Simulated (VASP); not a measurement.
# Bi2Te3: electric field gradients with PBE

Bi2Te3:

```
Bi Te
1.0
     2.25016    1.32792   10.18297
    -2.13584    1.30599   10.16104
     0.03817   -2.48143   10.15301
Bi Te
2 3
Direct
  0.40000 0.40000 0.40000
  0.60000 0.60000 0.60000
  0.00000 0.00000 0.00000
  0.20950 0.20950 0.20950
  0.79050 0.79050 0.79050
```

This cell differs from its parent crystal: equal xy, yz and zx shear strains of +1 %.

| Item | Value |
| --- | --- |
| Program | VASP 6.6.1 |
| Task | electric field gradients |
| Functional | PBE |
| Potentials or basis | VASP PAW PBE potentials, release 64 (Bi_d, Te) |
| Cutoff | 520 eV |
| k mesh | 7 × 7 × 7 |
| Occupations | fermi-dirac, width 0.08 eV |
| Spin | no spin polarisation |
| Dipole correction | no |
| Further INCAR settings | ALGO = Normal; EDIFF = 1e-08; NBANDS = 32 |

- Pressure: 1.9 GPa
- Largest force: 0.081 eV/Å
- Band gap on the k mesh: 0.28 eV
- Largest electric field gradient by atom: Bi +36.2; Te +94.5, +15.4 (each value once) V/Å²

Forces on the atoms (eV/Å):
```
Bi   0.014  0.027  0.027
Bi  -0.014 -0.027 -0.027
Te   0.000  0.000  0.000
Te   0.034  0.067  0.029
Te  -0.034 -0.067 -0.029
```

Stress tensor (GPa, compression positive):
```
 2.24 -0.05 -0.28
-0.05  1.68 -0.55
-0.28 -0.55  1.76
```

Levels at points of the mesh, in eV from the valence-band top:
```tsv
k point	band 21	band 22	band 23	band 24	band 25	band 26	band 27	band 28
(0.00, 0.00, 0.00)	-1.65	-0.89	-0.86	0.00	0.28	0.62	0.67	1.93
```

Electric field gradients, principal values (V/Å²):
| atom | least | middle | greatest (by size) |
| --- | --- | --- | --- |
| 1 Bi | -10.589 | -25.634 | 36.223 |
| 2 Bi | -10.589 | -25.634 | 36.223 |
| 3 Te | -40.692 | -53.845 | 94.536 |
| 4 Te | -5.583 | -9.821 | 15.404 |
| 5 Te | -5.583 | -9.821 | 15.404 |

Wall time 40 min on 4 MPI ranks on Intel(R) Xeon(R) Platinum 8375C CPU @ 2.90GHz (Ice Lake) (shared host), peak memory 1.5 GiB a rank.

Caveat: the cell differs from its parent crystal (equal xy, yz and zx shear strains of +1 %); without QUAD_EFG the Cq values of the log hold for a quadrupole moment of 1 mb, not for the nuclei; spin-orbit coupling is left out, which moves the levels of the heavy elements. A k mesh can miss the band edges.
